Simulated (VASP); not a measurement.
Re, 1 atom in the cell. Symmetry: Immm, No. 71, orthorhombic system. Conventional cell: a = 2.769 Å, b = 2.818 Å, c = 3.950 Å, α = 90.00°, β = 90.00°, γ = 90.00°. Re (site symmetry mmm) has 12 Re at 2.77 to 2.82 Å within 3.6 Å. This isn't the form of Re at room conditions, which is hcp. This cell differs from its parent crystal: strain +0.0175 x Voigt [0, 0, 0, 0, 0, 1].

| Quantity | Value |
| --- | --- |
| Program | VASP 6.6.1 |
| Task | single point |
| Functional | r2SCAN |
| Potentials or basis | VASP PAW PBE potentials, release 64 (Re) |
| Cutoff | 550 eV |
| k mesh | 20 × 20 × 20 |
| Occupations | gaussian, width 0.15 eV |
| Spin | no spin polarisation |
| Dipole correction | no |
| Second try | crashed |
| Further INCAR settings | ALGO = All; EDIFF = 1e-06; NBANDS = 10 |

Potentials or basis: VASP PAW PBE potentials, release 64 (Re).

Run with:

```console
$ cat potpaw_PBE.64/Re/POTCAR > POTCAR
$ cp INCAR.step1 INCAR
$ mpirun -np 4 vasp_std > vasp.out
$ cp INCAR.step2 INCAR
$ mpirun -np 4 vasp_std > vasp.out
```

Hardware: 4 MPI ranks on Intel(R) Xeon(R) 6975P-C (Granite Rapids), with other jobs on the host.

Task: Estimate the wall time of this run.

Result: Run time: 2.1 min on 4 MPI ranks on Intel(R) Xeon(R) 6975P-C (Granite Rapids) (shared host), peak memory 0.48 GiB a rank. Counts: k points 1166.
